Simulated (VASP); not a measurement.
# Sb (P6_3/mmc) in VASP: notebook

Aim: see how the results for Sb move with the level of theory and the settings. Levels: r2SCAN, PBEsol, LDA. Tasks: single point.

Program: VASP 6.6.1. These are calculated values, not measurements. Logs are shortened: lines on timing, memory, paths and dates and some standing lists are left out, and cuts for length are marked.

## (1) The cell of the first run

It takes space group P6_3/mmc (No. 194, hexagonal). Conventional cell: a = 3.420 Å, b = 3.420 Å, c = 5.577 Å, α = 90.00°, β = 90.00°, γ = 120.00°. Within 4.5 Å of Sb (site symmetry -6m2) lie 12 Sb at 3.42 Å.

This isn't the form of Sb at room conditions, which is rhombohedral.

## (2) Single point, r2SCAN

POSCAR reads:

```
Sb
1.0
    3.4203242672      0.0000000000      0.0000000000
   -1.7101621336      2.9620877046      0.0000000000
    0.0000000000      0.0000000000      5.5774459394
Sb
2
Direct
    0.6666666667      0.3333333333      0.7500000000
    0.3333333333      0.6666666667      0.2500000000
```

INCAR.step1 reads:

```
  PREC = Accurate
  ENCUT = 520
  ISMEAR = -1
  SIGMA = 0.05
  LREAL = F
  LASPH = T
  NELM = 100
  NBANDS = 12
  GGA = PE
  ALGO = Normal
  EDIFF = 1E-4
  LWAVE = T
  LCHARG = F
```

INCAR.step2 reads:

```
  PREC = Accurate
  ENCUT = 520
  EDIFF = 1E-6
  ISMEAR = -1
  SIGMA = 0.05
  LREAL = F
  LASPH = T
  NELM = 100
  ALGO = Normal
  ISIF = 2
  LWAVE = F
  LCHARG = F
  METAGGA = R2SCAN
  LMIXTAU = T
  NBANDS = 12
  ISTART = 1
```

KPOINTS reads:

```
regular mesh
0
Gamma
  9 9 5
```

Potentials or basis: VASP PAW PBE potentials, release 64 (Sb).

On the command line:

```sh
> cat potpaw_PBE.64/Sb/POTCAR > POTCAR
> cp INCAR.step1 INCAR
> mpirun -np 1 vasp_std > vasp.out
> cp INCAR.step2 INCAR
> mpirun -np 1 vasp_std > vasp.out
```

OUTCAR:

```text
PREC = Accurate
   ENCUT = 520
   EDIFF = 1E-6
   ISMEAR = -1
   LREAL = F
   LASPH = T
   NELM = 100
   ISIF = 2
   METAGGA = R2SCAN
   ISTART = 1

 ion  position               nearest neighbor table
   1  0.667  0.333  0.750-   2 3.42   2 3.42   2 3.42   2 3.42   2 3.42   2 3.42
   2  0.333  0.667  0.250-   1 3.42   1 3.42   1 3.42   1 3.42   1 3.42   1 3.42

  LATTYP: Found a hexagonal cell.
 ALAT       =     3.4203242672
 C/A-ratio  =     1.6306775334

  Lattice vectors:

 A1 = (   3.4203242672,   0.0000000000,   0.0000000000)
 A2 = (  -1.7101621336,   2.9620877046,   0.0000000000)
 A3 = (   0.0000000000,   0.0000000000,   5.5774459394)

Analysis of symmetry for initial positions (statically):
=====================================================================
 Subroutine PRICEL returns:
 Original cell was already a primitive cell.

 Routine SETGRP: Setting up the symmetry group for a
 hexagonal supercell.

 Subroutine GETGRP returns: Found 24 space group operations
 (whereof 12 operations were pure point group operations)
 out of a pool of 24 trial point group operations.

The static configuration has the point symmetry D_3d.
 The point group associated with its full space group is D_6h.

Analysis of symmetry for dynamics (positions and initial velocities):
=====================================================================
 Subroutine PRICEL returns:
 Original cell was already a primitive cell.

 Routine SETGRP: Setting up the symmetry group for a
 hexagonal supercell.

 Subroutine GETGRP returns: Found 24 space group operations
 (whereof 12 operations were pure point group operations)
 out of a pool of 24 trial point group operations.

The dynamic configuration has the point symmetry D_3d.
 The point group associated with its full space group is D_6h.

 Subroutine INISYM returns: Found 24 space group operations
 (whereof 12 operations are pure point group operations),
 and found     1 'primitive' translations

----------------------------------------------------------------------------------------

                                     Primitive cell

  volume of cell :      56.5068

  direct lattice vectors                    reciprocal lattice vectors
     3.420324267  0.000000000  0.000000000     0.292369940  0.168799863  0.000000000
    -1.710162134  2.962087705  0.000000000     0.000000000  0.337599727  0.000000000
     0.000000000  0.000000000  5.577445939     0.000000000  0.000000000  0.179293535

  length of vectors
     3.420324267  3.420324267  5.577445939     0.337599727  0.337599727  0.179293535

  position of ions in fractional coordinates (direct lattice)
     0.666666667  0.333333333  0.750000000
     0.333333333  0.666666667  0.250000000

  ion indices of the primitive-cell ions
   primitive index   ion index
                 1           1
                 2           2

----------------------------------------------------------------------------------------

 KPOINTS: regular mesh

Automatic generation of k-mesh.
 Grid dimensions read from file:
 generate k-points for:    9    9    5

 Generating k-lattice:

  Cartesian coordinates                     Fractional coordinates (reciprocal lattice)
     0.032485549  0.018755540  0.000000000     0.111111111 -0.000000000  0.000000000
     0.000000000  0.037511081  0.000000000     0.000000000  0.111111111  0.000000000
     0.000000000  0.000000000  0.035858707     0.000000000  0.000000000  0.200000000

  Length of vectors
     0.037511081  0.037511081  0.035858707

  Shift w.r.t. Gamma in fractional coordinates (k-lattice)
     0.000000000  0.000000000  0.000000000

 Subroutine IBZKPT returns following result:
 ===========================================

 Found     36 irreducible k-points:

 Following reciprocal coordinates:
            Coordinates               Weight
  0.000000  0.000000  0.000000      1.000000
  0.111111  0.000000  0.000000      6.000000
  0.222222  0.000000  0.000000      6.000000
  0.333333  0.000000  0.000000      6.000000
  0.444444  0.000000  0.000000      6.000000
  0.111111  0.111111  0.000000      6.000000
[... 16 lines left out ...]
  0.333333  0.222222  0.200000     24.000000
  0.333333  0.333333  0.200000      4.000000
 [... further k-points ...]
   k-points           NKPTS =     36   k-points in BZ     NKDIM =     36   number of bands    NBANDS=     12
   number of dos      NEDOS =    301   number of ions     NIONS =      2
   total plane-waves  NPLWV =  32928
   dimension x,y,z NGX =    28 NGY =   28 NGZ =   42
   dimension x,y,z NGXF=    56 NGYF=   56 NGZF=   84
   ions per type =               2
   NGX,Y,Z   is equivalent  to a cutoff of  13.61, 13.61, 12.52 a.u.
   NGXF,Y,Z  is equivalent  to a cutoff of  27.22, 27.22, 25.04 a.u.
 SYSTEM =  unknown system
   PREC   = accura    normal or accurate (medium, high low for compatibility)
   ISTART =      1    job   : 0-new  1-cont  2-samecut
   ICHARG =      0    charge: 1-file 2-atom 10-const
   ISPIN  =      1    spin polarized calculation?
   LNONCOLLINEAR =      F non collinear calculations
   LSORBIT =      F    spin-orbit coupling
   LASPH  =      T    aspherical Exc in radial PAW
   ENCUT  =  520.0 eV  38.22 Ry    6.18 a.u.   6.36  6.36 10.37*2*pi/ulx,y,z
   NELM   =    100;   NELMIN=  2; NELMDL=  0     # of ELM steps
   EDIFF  = 0.1E-05   stopping-criterion for ELM
   LREAL  =      F    real-space projection
   EDIFFG = 0.1E-04   stopping-criterion for IOM
   NSW    =      0    number of steps for IOM
   IBRION =     -1    ionic relax: 0-MD 1-quasi-New 2-CG
   NFREE  =      0    steps in history (QN), initial steepest desc. (CG)
   ISIF   =      2    stress and relaxation
   ISYM   =      2    0-nonsym 1-usesym 2-fastsym
   POTIM  = 0.5000    time-step for ionic-motion
   TEBEG  =    0.0;   TEEND  =   0.0 temperature during run
   PSTRESS=    0.0 pullay stress
   NELECT =      10.0000    total number of electrons
   NUPDOWN=      -1.0000    fix difference up-down
   EMIN   =  10.00;   EMAX   =-10.00  energy-range for DOS
   EFERMI =   0.00;   METHOD = LEGACY
   ISMEAR =    -1;   SIGMA  =   0.05  broadening in eV -4-tet -1-fermi 0-gaus
   EFERMI_NEDOS =   21; number of points for ismear=-14 and -15
   IALGO  =     38    algorithm
   IMIX   =      4    mixing-type and parameters
     AMIX     =   0.40;   BMIX     =  1.00
     AMIX_MAG =   1.60;   BMIX_MAG =  1.00
  volume/ion in A,a.u.               =      28.25       190.66
  Fermi-wavevector in a.u.,A,eV,Ry     =   0.919125  1.736895 11.494080  0.844791
  Thomas-Fermi vector in A             =   2.044284
   LORBIT       =      0    0 simple, 1 ext, 2 COOP (PROOUT), +10 PAW based schemes
   METAGGA = R2SCAN    functional components
   LHFCALC =     F    Hartree Fock is set to
   AEXX    =    0.0000 exact exchange contribution
   IVDW    =     0    specifies the selected vdW correction
   LEPSILON=     F    determine dielectric tensor
   LRPA    =     F    only Hartree local field effects (RPA)
 non-spin polarized calculation
  energy-cutoff  :      520.00
  volume of cell :       56.51
 maximum number of plane-waves:      1537
 NGX is ok and might be reduce to    28
   NGX = 13   NGY = 13   NGZ = 21

 number of electron      10.0000001 magnetization

 Free energy of the ion-electron system (eV)
  ---------------------------------------------------
  ext. energy  EPLUGINS =         0.00000000
  ---------------------------------------------------
  free energy    TOTEN  =       -50.54514124 eV

  energy without entropy =      -50.53394541  energy(sigma->0) =      -50.53954332

 E-fermi :   7.7527     XC(G=0): -10.5958

 val. band max:        7.7003553772   @ k =   0.3333   0.2222   0.2000
 cond. band min:       7.7788244348   @ k =   0.1111   0.1111   0.0000
 fundamental gap:      0.0784690576
 Fermi energy:         7.7527316329

 k-point     1 :       0.0000    0.0000    0.0000
  band No.  band energies     occupation
      1      -5.3455      2.00000
      2      -1.5880      2.00000
      3       2.0171      2.00000
      4      11.3405      0.00000
      5      11.3405      0.00000
      6      12.9885      0.00000
      7      12.9885      0.00000
      8      13.1987      0.00000
      9      15.8953      0.00000
     10      17.2558      0.00000
     11      18.0797      0.00000
     12      18.0797      0.00000

 k-point     2 :       0.1111    0.0000    0.0000
  band No.  band energies     occupation
      1      -5.1261      2.00000
      2      -1.3974      2.00000
      3       2.2442      2.00000
      4       9.5050      0.00000
      5      10.6421      0.00000
      6      11.8962      0.00000
      7      12.9434      0.00000
      8      13.0334      0.00000
      9      15.8626      0.00000
     10      17.4022      0.00000
     11      18.1911      0.00000
     12      18.3388      0.00000

 k-point     3 :       0.2222    0.0000    0.0000
  band No.  band energies     occupation
      1      -4.4743      2.00000
      2      -0.8580      2.00000
      3       2.9146      2.00000
      4       6.6472      2.00000
      5       9.5494      0.00000
      6       9.6056      0.00000
      7      11.8573      0.00000
      8      12.5385      0.00000
      9      14.2341      0.00000
     10      16.7441      0.00000
     11      17.6995      0.00000
     12      18.3294      0.00000

 k-point     4 :       0.3333    0.0000    0.0000
  band No.  band energies     occupation
      1      -3.4231      2.00000
      2      -0.1727      2.00000
      3       3.9811      2.00000
      4       4.2240      2.00000
      5       7.1626      1.99999
      6       8.6933      0.00000
      7       9.9936      0.00000
      8      11.8762      0.00000
      9      13.1895      0.00000
     10      16.1141      0.00000
     11      17.0739      0.00000
     12      17.6566      0.00000

 k-point     5 :       0.4444    0.0000    0.0000
  band No.  band energies     occupation
      1      -2.1458      2.00000
      2      -0.2148      2.00000
      3       3.3363      2.00000
      4       5.1474      2.00000
      5       5.2263      2.00000
      6       8.1994      0.00026
      7       8.2385      0.00012
      8      11.4745      0.00000
      9      12.6985      0.00000
     10      15.8297      0.00000
     11      16.7483      0.00000
     12      17.3179      0.00000
[... 228 lines left out ...]
      1      -1.4898      2.00000
      2      -0.3813      2.00000
      3       2.9013      2.00000
      4       4.0939      2.00000
      5       6.4591      2.00000
      6       7.6269      1.85056
      7       8.6663      0.00000
      8       9.7808      0.00000
      9      14.4317      0.00000
     10      14.6747      0.00000
     11      17.3825      0.00000
     12      17.8441      0.00000

 k-point    22 :       0.2222    0.2222    0.2000
  band No.  band energies     occupation
      1      -2.6259      2.00000
      2      -0.3303      2.00000
      3       4.0132      2.00000
      4       5.2280      2.00000
      5       6.1615      2.00000
      6       7.0267      2.00000
      7       8.4518      0.00000
      8      10.6252      0.00000
      9      14.4822      0.00000
     10      16.4914      0.00000
     11      17.5754      0.00000
     12      17.9341      0.00000

 k-point    23 :       0.3333    0.2222    0.2000
  band No.  band energies     occupation
      1      -1.4183      2.00000
      2      -0.1093      2.00000
      3       3.4131      2.00000
      4       4.4593      2.00000
      5       5.4002      2.00000
      6       7.1256      1.99999
      7       7.7004      1.48060
      8       9.4364      0.00000
      9      13.5763      0.00000
     10      17.2611      0.00000
     11      17.6302      0.00000
     12      19.2970      0.00000

 k-point    24 :       0.3333    0.3333    0.2000
  band No.  band energies     occupation
      1      -0.4881      2.00000
      2      -0.4881      2.00000
      3       3.6221      2.00000
      4       4.5727      2.00000
      5       4.5727      2.00000
      6       6.1682      2.00000
      7       8.5139      0.00000
      8       8.5139      0.00000
      9      12.8772      0.00000
     10      18.4982      0.00000
     11      18.4982      0.00000
     12      20.4498      0.00000

 [... further k-points ...]

------------------------ aborting loop because EDIFF is reached ----------------------------------------

  FORCE on cell =-STRESS in cart. coord.  units (eV):
  Direction    XX          YY          ZZ          XY          YZ          ZX
  --------------------------------------------------------------------------------------
  -------------------------------------------------------------------------------------
  Total       -0.9265024     -0.9265024     -1.0083996     -0.0000000      0.0000000      0.0000000
  in kB      -26.2697888    -26.2697888    -28.5918773     -0.0000000      0.0000000      0.0000000
  external PRESSURE =     -27.0438183 kB  Pullay stress =       0.0000000 kB

 VOLUME and BASIS-vectors are now :
 -----------------------------------------------------------------------------
  energy-cutoff  :      520.00
  volume of cell :       56.51
      direct lattice vectors                 reciprocal lattice vectors
     3.420324267  0.000000000  0.000000000     0.292369940  0.168799863  0.000000000
    -1.710162134  2.962087705  0.000000000     0.000000000  0.337599727  0.000000000
     0.000000000  0.000000000  5.577445939     0.000000000  0.000000000  0.179293535

 POSITION                                       TOTAL-FORCE (eV/Angst)
 -----------------------------------------------------------------------------------
      1.71016      0.98736      4.18308         0.000000      0.000000      0.000000
     -0.00000      1.97473      1.39436        -0.000000     -0.000000      0.000000
 -----------------------------------------------------------------------------------
    total drift:                               -0.000000      0.000000      0.000000

  FREE ENERGIE OF THE ION-ELECTRON SYSTEM (eV)
  ---------------------------------------------------
  free  energy   TOTEN  =       -50.5451412357 eV

  energy  without entropy=      -50.5339454118  energy(sigma->0) =      -50.53954332
```

Run time: 41 s. Hardware: 1 thread of Intel Xeon 6975P-C (Granite Rapids), shared host; peak memory 0.18 GiB.

What came out:

```
Free energy            : -50.5451 eV
Pressure               : -2.7 GPa
Band gap on the k mesh : zero (bands 5 and 6 overlap by 6.76 eV)
```

Levels at points of the mesh, in eV from the Fermi level:
| k point | band 3 | band 4 | band 5 | band 6 | band 7 | band 8 |
| --- | --- | --- | --- | --- | --- | --- |
| (0.00, 0.00, 0.00) | -5.74 | 3.59 | 3.59 | 5.24 | 5.24 | 5.45 |

Caveat: the PAW data sets were made with another functional, which shifts forces and pressure a little; spin-orbit coupling is left out, which moves the levels of the heavy elements.

(Continued in part 2 of 2.)
